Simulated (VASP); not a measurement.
Write the native input for VASP 6.6.1 that does the following.

| Item | Value |
| --- | --- |
| Task | single point |
| Functional | PBE |
| Potentials or basis | VASP PAW PBE potentials, release 64 (Al, N) |
| Cutoff | 520 eV |
| k mesh | 9 × 9 × 7 |
| Occupations | fermi-dirac, width 0.05 eV |
| Spin | no spin polarisation |
| Dipole correction | no |
| Further INCAR settings | ALGO = Normal; EDIFF = 1e-07; NBANDS = 16 |

The structure of AlN lies in POSCAR:

```
AlN
1.0
    3.3340509224      0.0000000000      0.0000000000
   -1.6670254612      2.8873727963      0.0000000000
    0.0000000000      0.0000000000      4.2152960135
Al N
2 2
Direct
    0.6666666667      0.3333333333      0.2500000000
    0.3333333333      0.6666666667      0.7500000000
    0.6666666667      0.3333333333      0.7500000000
    0.3333333333      0.6666666667      0.2500000000
```

The input as run:

INCAR

```
  PREC = Accurate
  ENCUT = 520
  EDIFF = 1E-7
  ISMEAR = -1
  SIGMA = 0.05
  LREAL = False
  LASPH = True
  NELM = 100
  ALGO = Normal
  ISIF = 2
  LWAVE = False
  LCHARG = False
  GGA = PE
  NBANDS = 16
```

KPOINTS

```
Automatic mesh
0
Gamma
  9 9 7
```

Potentials or basis: VASP PAW PBE potentials, release 64 (Al, N).

Command:

```console
$ cat potpaw_PBE.64/Al/POTCAR potpaw_PBE.64/N/POTCAR > POTCAR
$ mpirun -np 1 vasp_std > vasp.out
```

It gave:

```json
{"Pressure": "-4.0 GPa", "Band gap on the k mesh": "3.12 eV"}
```

Caveat: the cell stands under tension; an odd mesh through Γ misses points on the zone boundary, where band edges can lie.

It took 43 s on 1 thread of Intel Xeon 8259CL, on a shared host, peak memory 0.17 GiB.
